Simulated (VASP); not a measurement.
Wanted: the native input for a VASP 6.6.1 run.

```
Task                   : single point
Functional             : PBEsol
Potentials or basis    : VASP PAW PBE potentials, release 64 (Sn_d)
Cutoff                 : 520 eV
k mesh                 : 8 × 8 × 8
Occupations            : fermi-dirac, width 0.1 eV
Spin                   : no spin polarisation
Dipole correction      : no
Further INCAR settings : ALGO = Normal; EDIFF = 1e-06; NBANDS = 13
```

The structure of Sn lies in POSCAR:

```
Sn
1.0
   -1.7325553645      1.8024669193      2.1446620917
    1.7325553645     -1.8024669193      2.1446620917
    1.7325553645      1.8024669193     -2.1446620917
Sn
1
Direct
    0.0033238040     -0.0009931105     -0.0019548735
```

These files were run (other wordings do the same):

INCAR

```
PREC = Accurate
ENCUT = 520
EDIFF = 1E-6
ISMEAR = -1
SIGMA = 0.1
LREAL = False
LASPH = True
NELM = 60
ALGO = Normal
ISIF = 2
LWAVE = False
LCHARG = True
GGA = PS
LELF = True
LVHAR = True
NBANDS = 13
```

KPOINTS

```
regular mesh
0
Gamma
  8 8 8
```

Potentials or basis: VASP PAW PBE potentials, release 64 (Sn_d).

The run is started by

```sh
$ cat potpaw_PBE.64/Sn_d/POTCAR > POTCAR
$ mpirun -np 1 vasp_std > vasp.out
```

Results of the run:

```
Pressure               : -1.2 GPa
Band gap on the k mesh : zero (band 7 reaches 15.76 eV, above the bottom of band 8 at 6.35 eV)
```

Caveat: the PAW data sets were made with another functional, which shifts forces and pressure a little; spin-orbit coupling is left out, which moves the levels of the heavy elements.

It took 11 s on 1 thread of Intel Xeon 6975P-C, on a shared host, peak memory 0.16 GiB.
